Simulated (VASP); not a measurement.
# Nb2Te2S (Cmmm) in VASP: notebook

Runs on Nb2Te2S. Level: PBE. Tasks: single point, relaxation of cell and atoms.

All numbers are computed with VASP 6.6.1; they aren't measurements. Logs are shortened: lines on timing, memory, paths and dates and some standing lists are left out, and cuts for length are marked.

## Step 1: The cell of the first run

The structure is orthorhombic, space group Cmmm (No. 65). Conventional cell: a = 5.538 Å, b = 8.233 Å, c = 5.594 Å, α = 90.00°, β = 90.00°, γ = 90.00°. Nb (site symmetry 2mm) has 2 Te at 2.06 Å and 1 Nb at 2.51 Å within 2.7 Å. Within 2.8 Å of Te (site symmetry 2/m) lie 2 Nb at 2.06 Å and 2 Te at 2.77 Å. S (site symmetry mmm) has 4 Nb at 3.07 Å and 8 Te at 3.74 Å within 4.0 Å.

The cell was generated, and may not be a known phase.

## Step 2: Single point, PBE, collinear spin, zero start

Contents of INCAR:

```
PREC = Accurate
ENCUT = 520
EDIFF = 1E-7
ISMEAR = 0
SIGMA = 0.1
LREAL = False
LASPH = True
NELM = 150
ALGO = Normal
ISIF = 2
LWAVE = False
LCHARG = True
ISPIN = 2
MAGMOM = 0 0 0 0 0
LORBIT = 11
LMAXMIX = 4
GGA = PE
LELF = True
LVHAR = True
NBANDS = 34
```

Contents of KPOINTS:

```
regular mesh
0
Gamma
  4 4 4
```

Contents of POSCAR:

```
Nb2Te2S
1.0
    2.7687738600     -4.1166844900      0.0000000000
    2.7687738600      4.1166844900      0.0000000000
    0.0000000000      0.0000000000      5.5944644800
Nb Te S
2 2 1
Direct
    0.7734916000      0.7734916000      0.0000000000
    0.2265084000      0.2265084000      0.0000000000
    0.0000000000      0.5000000000      0.0000000000
    0.5000000000      0.0000000000      0.0000000000
    0.0000000000      0.0000000000      0.5000000000
```

Potentials or basis: VASP PAW PBE potentials, release 64 (Nb_sv, Te, S).

On the command line:

```bash
> cat potpaw_PBE.64/Nb_sv/POTCAR potpaw_PBE.64/Te/POTCAR potpaw_PBE.64/S/POTCAR > POTCAR
> mpirun -np 1 vasp_std > vasp.out
```

OUTCAR:

```text
PREC = Accurate
   ENCUT = 520
   EDIFF = 1E-7
   ISMEAR = 0
   LREAL = False
   LASPH = True
   NELM = 150
   ISIF = 2
   ISPIN = 2
   LORBIT = 11
   GGA = PE

 ion  position               nearest neighbor table
   1  0.773  0.773  0.000-   3 2.06   4 2.06   2 2.51   2 3.03   4 3.35   3 3.35
   2  0.227  0.227  0.000-   3 2.06   4 2.06   1 2.51   1 3.03   3 3.35   4 3.35
   3  0.000  0.500  0.000-   1 2.06   2 2.06   4 2.77   4 2.77   1 3.35   2 3.35
   4  0.500  0.000  0.000-   1 2.06   2 2.06   3 2.77   3 2.77   1 3.35   2 3.35
   5  0.000  0.000  0.500-

  LATTYP: Found a base centered orthorhombic cell.
 ALAT       =     5.5375477200
 B/A-ratio  =     1.4868258291
 C/A-ratio  =     1.0102783331

  Lattice vectors:

 A1 = (   2.7687738600,  -4.1166844900,   0.0000000000)
 A2 = (   2.7687738600,   4.1166844900,   0.0000000000)
 A3 = (   0.0000000000,   0.0000000000,   5.5944644800)

Analysis of symmetry for initial positions (statically):
=====================================================================
 Subroutine PRICEL returns:
 Original cell was already a primitive cell.

 Routine SETGRP: Setting up the symmetry group for a
 base centered orthorhombic supercell.

 Subroutine GETGRP returns: Found  8 space group operations
 (whereof  8 operations were pure point group operations)
 out of a pool of  8 trial point group operations.

The static configuration has the point symmetry D_2h.

Analysis of symmetry for dynamics (positions and initial velocities):
=====================================================================
 Subroutine PRICEL returns:
 Original cell was already a primitive cell.

 Routine SETGRP: Setting up the symmetry group for a
 base centered orthorhombic supercell.

 Subroutine GETGRP returns: Found  8 space group operations
 (whereof  8 operations were pure point group operations)
 out of a pool of  8 trial point group operations.

The dynamic configuration has the point symmetry D_2h.

Analysis of structural, dynamic, and magnetic symmetry:
=====================================================================
 Subroutine PRICEL returns:
 Original cell was already a primitive cell.

 Routine SETGRP: Setting up the symmetry group for a
 base centered orthorhombic supercell.

 Subroutine GETGRP returns: Found  8 space group operations
 (whereof  8 operations were pure point group operations)
 out of a pool of  8 trial point group operations.

The overall configuration has the point symmetry D_2h.

 Subroutine INISYM returns: Found  8 space group operations
 (whereof  8 operations are pure point group operations),
 and found     1 'primitive' translations

----------------------------------------------------------------------------------------

                                     Primitive cell

  volume of cell :     127.5333

  direct lattice vectors                    reciprocal lattice vectors
     2.768773860 -4.116684490  0.000000000     0.180585351 -0.121456964  0.000000000
     2.768773860  4.116684490  0.000000000     0.180585351  0.121456964  0.000000000
     0.000000000  0.000000000  5.594464480     0.000000000  0.000000000  0.178748119

  length of vectors
     4.961169205  4.961169205  5.594464480     0.217630106  0.217630106  0.178748119

  position of ions in fractional coordinates (direct lattice)
     0.773491600  0.773491600  0.000000000
     0.226508400  0.226508400  0.000000000
     0.000000000  0.500000000  0.000000000
     0.500000000  0.000000000  0.000000000
     0.000000000  0.000000000  0.500000000

  ion indices of the primitive-cell ions
   primitive index   ion index
                 1           1
                 2           2
                 3           3
                 4           4
                 5           5

----------------------------------------------------------------------------------------

 KPOINTS: regular mesh

Automatic generation of k-mesh.
 Grid dimensions read from file:
 generate k-points for:    4    4    4

 Generating k-lattice:

  Cartesian coordinates                     Fractional coordinates (reciprocal lattice)
     0.045146338 -0.030364241  0.000000000     0.250000000  0.000000000  0.000000000
     0.045146338  0.030364241  0.000000000     0.000000000  0.250000000  0.000000000
     0.000000000  0.000000000  0.044687030     0.000000000  0.000000000  0.250000000

  Length of vectors
     0.054407527  0.054407527  0.044687030

  Shift w.r.t. Gamma in fractional coordinates (k-lattice)
     0.000000000  0.000000000  0.000000000

 Subroutine IBZKPT returns following result:
 ===========================================

 Found     21 irreducible k-points:

 Following reciprocal coordinates:
            Coordinates               Weight
  0.000000  0.000000  0.000000      1.000000
  0.250000 -0.000000  0.000000      4.000000
  0.500000 -0.000000  0.000000      2.000000
  0.250000  0.250000  0.000000      2.000000
  0.500000  0.250000  0.000000      4.000000
 -0.250000  0.250000  0.000000      2.000000
[... 13 lines left out ...]
 -0.250000  0.250000  0.500000      2.000000
  0.500000  0.500000  0.500000      1.000000
   k-points           NKPTS =     21   k-points in BZ     NKDIM =     21   number of bands    NBANDS=     34
   number of dos      NEDOS =    301   number of ions     NIONS =      5
   total plane-waves  NPLWV =  67200
   dimension x,y,z NGX =    40 NGY =   40 NGZ =   42
   dimension x,y,z NGXF=    80 NGYF=   80 NGZF=   84
   ions per type =               2   2   1
   NGX,Y,Z   is equivalent  to a cutoff of  13.40, 13.40, 12.48 a.u.
   NGXF,Y,Z  is equivalent  to a cutoff of  26.81, 26.81, 24.96 a.u.
 SYSTEM =  unknown system
   PREC   = accura    normal or accurate (medium, high low for compatibility)
   ISTART =      0    job   : 0-new  1-cont  2-samecut
   ICHARG =      2    charge: 1-file 2-atom 10-const
   ISPIN  =      2    spin polarized calculation?
   LNONCOLLINEAR =      F non collinear calculations
   LSORBIT =      F    spin-orbit coupling
   LASPH  =      T    aspherical Exc in radial PAW
   ENCUT  =  520.0 eV  38.22 Ry    6.18 a.u.   9.22  9.22 10.40*2*pi/ulx,y,z
   NELM   =    150;   NELMIN=  2; NELMDL= -5     # of ELM steps
   EDIFF  = 0.1E-06   stopping-criterion for ELM
   LREAL  =      F    real-space projection
   EDIFFG = 0.1E-05   stopping-criterion for IOM
   NSW    =      0    number of steps for IOM
   IBRION =     -1    ionic relax: 0-MD 1-quasi-New 2-CG
   NFREE  =      0    steps in history (QN), initial steepest desc. (CG)
   ISIF   =      2    stress and relaxation
   ISYM   =      2    0-nonsym 1-usesym 2-fastsym
   POTIM  = 0.5000    time-step for ionic-motion
   TEBEG  =    0.0;   TEEND  =   0.0 temperature during run
   PSTRESS=    0.0 pullay stress
   NELECT =      44.0000    total number of electrons
   NUPDOWN=      -1.0000    fix difference up-down
   EMIN   =  10.00;   EMAX   =-10.00  energy-range for DOS
   EFERMI =   0.00;   METHOD = LEGACY
   ISMEAR =     0;   SIGMA  =   0.10  broadening in eV -4-tet -1-fermi 0-gaus
   EFERMI_NEDOS =   21; number of points for ismear=-14 and -15
   IALGO  =     38    algorithm
   IMIX   =      4    mixing-type and parameters
     AMIX     =   0.40;   BMIX     =  1.00
     AMIX_MAG =   1.60;   BMIX_MAG =  1.00
  volume/ion in A,a.u.               =      25.51       172.13
  Fermi-wavevector in a.u.,A,eV,Ry     =   1.148201  2.169785 17.937447  1.318365
  Thomas-Fermi vector in A             =   2.284877
   LORBIT       =     11    0 simple, 1 ext, 2 COOP (PROOUT), +10 PAW based schemes
   GGA     = PE    functional components
   LHFCALC =     F    Hartree Fock is set to
   AEXX    =    0.0000 exact exchange contribution
   IVDW    =     0    specifies the selected vdW correction
   LEPSILON=     F    determine dielectric tensor
   LRPA    =     F    only Hartree local field effects (RPA)
 spin polarized calculation
 Gauss-broadening in eV      SIGMA  =   0.10
  energy-cutoff  :      520.00
  volume of cell :      127.53
 maximum number of plane-waves:      3453
 NGX is ok and might be reduce to    40
   NGX = 19   NGY = 19   NGZ = 21

 number of electron      44.0000001 magnetization      -0.0000010

 number of electron      44.0000001 magnetization       0.0000001

 Free energy of the ion-electron system (eV)
  ---------------------------------------------------
  ext. energy  EPLUGINS =         0.00000000
  ---------------------------------------------------
  free energy    TOTEN  =       -10.09464344 eV

  energy without entropy =      -10.08123718  energy(sigma->0) =      -10.08794031

 E-fermi :   6.6865     XC(G=0):  -9.4352

 val. band max:        6.6772922323   @ k =   0.0000   0.0000   0.0000
 cond. band min:       6.7012347063   @ k =   0.0000   0.0000   0.0000
 fundamental gap:      0.0239424740
 Fermi energy:         6.6865251889

 spin component 1

 k-point     1 :       0.0000    0.0000    0.0000
  band No.  band energies     occupation
      1     -47.9659      1.00000
      2     -47.7932      1.00000
      3     -25.6614      1.00000
      4     -25.2099      1.00000
      5     -24.5853      1.00000
      6     -24.0654      1.00000
[... 766 lines left out ...]
     33      15.0576      0.00000
     34      15.5285      0.00000
 Fermi energy:         6.6865251889

 spin component 2

 k-point     1 :       0.0000    0.0000    0.0000
  band No.  band energies     occupation
      1     -47.9659      1.00000
      2     -47.7932      1.00000
      3     -25.6614      1.00000
      4     -25.2099      1.00000
      5     -24.5853      1.00000
      6     -24.0654      1.00000
[... 766 lines left out ...]
     33      15.0576      0.00000
     34      15.5292      0.00000

------------------------ aborting loop because EDIFF is reached ----------------------------------------

  FORCE on cell =-STRESS in cart. coord.  units (eV):
  Direction    XX          YY          ZZ          XY          YZ          ZX
  --------------------------------------------------------------------------------------
  -------------------------------------------------------------------------------------
  Total       15.2447267    157.0214092     -9.5612236      0.0000000      0.0000000      0.0000000
  in kB      191.5166960   1972.6310610   -120.1158916      0.0000000      0.0000000      0.0000000
  external PRESSURE =     681.3439551 kB  Pullay stress =       0.0000000 kB

 VOLUME and BASIS-vectors are now :
 -----------------------------------------------------------------------------
  energy-cutoff  :      520.00
  volume of cell :      127.53
      direct lattice vectors                 reciprocal lattice vectors
     2.768773860 -4.116684490  0.000000000     0.180585351 -0.121456964  0.000000000
     2.768773860  4.116684490  0.000000000     0.180585351  0.121456964  0.000000000
     0.000000000  0.000000000  5.594464480     0.000000000  0.000000000  0.178748119

 POSITION                                       TOTAL-FORCE (eV/Angst)
 -----------------------------------------------------------------------------------
      4.28325      0.00000      0.00000         1.573011      0.000000      0.000000
      1.25430      0.00000      0.00000        -1.573011      0.000000      0.000000
      1.38439      2.05834      0.00000        -0.000000      0.000000      0.000000
      1.38439     -2.05834      0.00000         0.000000      0.000000      0.000000
      0.00000      0.00000      2.79723         0.000000     -0.000000      0.000000
 -----------------------------------------------------------------------------------
    total drift:                                0.000000     -0.000000      0.000000

  FREE ENERGIE OF THE ION-ELECTRON SYSTEM (eV)
  ---------------------------------------------------
  free  energy   TOTEN  =       -10.0946434398 eV

  energy  without entropy=      -10.0812371788  energy(sigma->0) =      -10.08794031

 total charge

# of ion       s       p       d       tot
------------------------------------------
    1        2.236   6.055   3.409  11.700
    2        2.236   6.055   3.409  11.700
    3        1.493   2.249   0.287   4.029
    4        1.493   2.249   0.287   4.029
    5        1.351   2.232   0.000   3.584
--------------------------------------------------
tot          8.810  18.840   7.392  35.042

 magnetization (x)

# of ion       s       p       d       tot
------------------------------------------
    1        0.000   0.000   0.000   0.000
    2        0.000   0.000   0.000   0.000
    3        0.000  -0.000   0.000   0.000
    4        0.000  -0.000   0.000   0.000
    5        0.000  -0.000   0.000  -0.000
--------------------------------------------------
tot          0.000  -0.000   0.000   0.000
```

Run time: 3.3 min. Hardware: 1 thread of Intel Xeon 6975P-C (Granite Rapids), shared host; peak memory 0.36 GiB.

Results:

| Quantity | Value |
| --- | --- |
| Free energy | -10.0946 eV |
| Pressure | 68.1 GPa |
| Largest force | 1.573 eV/Å |
| Band gap on the k mesh | zero (filled and empty bands overlap) |
| Net moment | 0.00 μB per cell |
| Valence electrons inside the program's atomic spheres | Nb 11.70; Te 4.03; S 3.58 |

Forces on the atoms (eV/Å):
```
Nb   1.573  0.000  0.000
Nb  -1.573  0.000  0.000
Te   0.000  0.000  0.000
Te   0.000  0.000  0.000
S    0.000  0.000  0.000
```

Stress tensor (GPa, compression positive):
```
 19.15   0.00   0.00
  0.00 197.26   0.00
  0.00   0.00 -12.01
```

Levels at points of the mesh, in eV from the Fermi level:
Spin up:
```tsv
k point	band 18	band 19	band 20	band 21	band 22	band 23	band 24	band 25	band 26	band 27
(0.00, 0.00, 0.00)	-1.99	-1.59	-1.48	-0.01	0.01	0.68	1.60	1.83	2.78	3.03
(0.50, 0.00, 0.00)	-2.28	-1.73	-1.11	-0.68	-0.38	0.11	0.89	1.25	2.13	2.41
(0.50, 0.50, 0.00)	-2.15	-1.32	-1.29	-0.93	-0.31	-0.29	0.35	2.73	2.94	3.35
(0.00, 0.00, 0.50)	-2.16	-1.39	-1.38	-0.92	-0.05	1.14	1.58	1.61	1.84	3.25
(0.50, 0.00, 0.50)	-1.75	-1.66	-1.12	-0.49	-0.40	-0.19	0.31	0.66	1.58	2.44
(0.50, 0.50, 0.50)	-2.21	-1.71	-0.93	-0.71	-0.32	-0.09	0.87	2.63	3.00	3.20
```
Spin down:
```csv
k point,band 18,band 19,band 20,band 21,band 22,band 23,band 24,band 25,band 26,band 27
"(0.00, 0.00, 0.00)",-1.99,-1.59,-1.48,-0.01,0.01,0.68,1.60,1.83,2.78,3.03
"(0.50, 0.00, 0.00)",-2.28,-1.73,-1.11,-0.68,-0.38,0.11,0.89,1.25,2.13,2.41
"(0.50, 0.50, 0.00)",-2.15,-1.32,-1.29,-0.93,-0.31,-0.29,0.35,2.73,2.94,3.35
"(0.00, 0.00, 0.50)",-2.16,-1.39,-1.38,-0.92,-0.05,1.14,1.58,1.61,1.84,3.25
"(0.50, 0.00, 0.50)",-1.75,-1.66,-1.12,-0.49,-0.40,-0.19,0.31,0.66,1.58,2.44
"(0.50, 0.50, 0.50)",-2.21,-1.71,-0.93,-0.71,-0.32,-0.09,0.87,2.63,3.00,3.20
```

Caveat: the stress differs along the axes, from -12 to 197 GPa; spin-orbit coupling is left out, which moves the levels of the heavy elements; forces of over 1 eV/Å act on the atoms, so gaps and moduli don't describe the material at rest.

[end of part 1 of 2]

The gap in the log of VASP goes by the Fermi energy; the results here count the filled bands.